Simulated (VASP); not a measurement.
Mo3W:

```
Mo W
1.0
     0.00000    4.11822    4.11822
     4.11822    0.00000    4.11822
     4.11822    4.11822    0.00000
Mo W
3 1
Cartesian
  0.0000 0.0000 0.0000
  2.0591 2.0591 2.0591
  6.1773 6.1773 6.1773
  4.1182 4.1182 4.1182
```

```yaml
Program: VASP 6.6.1
Task: relaxation of cell and atoms
Functional: PBE
Potentials_or_basis: VASP PAW PBE potentials, release 64 (Mo_sv, W_sv)
Cutoff: 500 eV
k_mesh: 4 × 4 × 4
Occupations: gaussian, width 0.1 eV
Spin: no spin polarisation
```

At the start: pressure -34.1 GPa; volume 34.92 Å³/atom.

Task: Where does the relaxation end?

Result: Over 10 steps the energy falls by 4407.6 meV/atom and the volume is 15.94 Å³/atom (-54.4 %); space group Fm-3m (No. 225, to 0.05 Å).

The path:
```
step  energy change (eV)  largest force (eV/Å)  pressure (GPa)  volume (Å³)
   1              0.0000                0.0000          -34.12       139.69
   2              5.4550                0.0000          430.62        36.83
   3             -7.7802                0.0000          -43.46       107.74
   4            -13.4797                0.0000          -42.72        87.06
   5            -17.1764                0.0000           29.33        58.39
   6            -17.5277                0.0000          -11.04        66.62
   7            -17.6290                0.0000           -1.38        64.07
   8            -17.6212                0.0000            3.65        62.93
   9            -17.5651                0.0000           -8.96        66.02
  10            -17.6304                0.0000           -0.07        63.76
```

Final structure:
```yaml
crystal:
  lattice:
    - [0.00000, 3.17086, 3.17086]
    - [3.17086, 0.00000, 3.17086]
    - [3.17086, 3.17086, 0.00000]
  atoms:
    - { symbol: Mo, position: [0.00000, 0.00000, 0.00000] }
    - { symbol: Mo, position: [0.25000, 0.25000, 0.25000] }
    - { symbol: Mo, position: [0.75000, 0.75000, 0.75000] }
    - { symbol: W, position: [0.50000, 0.50000, 0.50000] }
```

Caveat: the volume moved by over 15 % at a fixed basis, so the end points are rough.
